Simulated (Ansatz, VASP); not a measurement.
**WC in VASP and in Ansatz**

Contents of INCAR:

```
SYSTEM = WC
PREC = Accurate
ENCUT = 600
EDIFF = 1E-6
ISMEAR = -1
SIGMA = 0.05
LREAL = .False.
LASPH = .True.
NELM = 100
ALGO = Normal
ISIF = 3
LWAVE = .False.
LCHARG = .False.
GGA = PS
IBRION = 2
NSW = 60
EDIFFG = -0.01
```

Contents of KPOINTS:

```
regular mesh
0
Gamma
  10 10 6
  0 0 0
```

POSCAR

```
WC
1.0
    1.6403461100     -2.1180379000      0.0000000000
    1.6403461100      2.1180379000      0.0000000000
    0.0000000000      0.0000000000      4.3094211000
W C
1 1
Direct
    0.5000000000      0.5000000000      0.5000000000
    0.0000000000      0.0000000000      0.0000000000
```

Contents of input.yaml:

```yaml
crystal:
  lattice:
    - [1.64034611, -2.1180379, 0.0]
    - [1.64034611, 2.1180379, 0.0]
    - [0.0, 0.0, 4.3094211]
  atoms:
    - { symbol: W, position: [0.5, 0.5, 0.5] }
    - { symbol: C, position: [0.0, 0.0, 0.0] }
hamiltonian:
  xc: pbesol
  pseudopotentials: { kind: paw }
kpoints:
  mp_grid: { grid: [10, 10, 6] }
scf:
  occupations: { method: fermi_dirac, width: 0.05 }
output:
  forces: true
  stress: true
  eigenvalues: true
  write_density: true
  write_potential: true
  elf: true
  volumetric_format: npy
relax:
  f_tol: 0.01
  max_steps: 40
  cell: { stress_tol: 0.05 }
```

Alike in both runs: task relaxation of cell and atoms; functional PBEsol; k mesh 10 × 10 × 6; occupations fermi-dirac, width 0.05 eV; no spin polarisation.

|  | VASP | Ansatz |
| --- | --- | --- |
| version | VASP 6.6.1 | Ansatz 0.2.0 |
| potentials or method | VASP PAW PBE potentials, release 64 (W_sv, C) | Ansatz PAW |
| plane-wave cutoff (eV) | 600 | 420 |
| valence electrons in the cell | 18 | 18 |

|  | VASP | Ansatz | Ansatz less VASP |
| --- | --- | --- | --- |
| gap on the k mesh at the Fermi level, each at its own relaxed structure (eV) | none | none | - |
| relaxed volume (Å³/atom) | 11.34 | 11.32 | -0.017 |
| relaxed cell length with the largest relative difference (Å) | 3.003 | 3.001 | -0.0022 |

VASP's potentials were made for PBE, not for PBEsol. A gap of «none» marks a metal or a gap that the smearing closes.

Spin-orbit coupling is off throughout. Noted on VASP's run: the volume moved by over 15 % at a fixed basis, so the end points are rough. Noted on Ansatz's run: the volume moved by over 15 % at a fixed basis, so the end points are rough; the plane-wave basis is chosen anew once the cell has moved, so the energies of steps on either side of that aren't comparable.
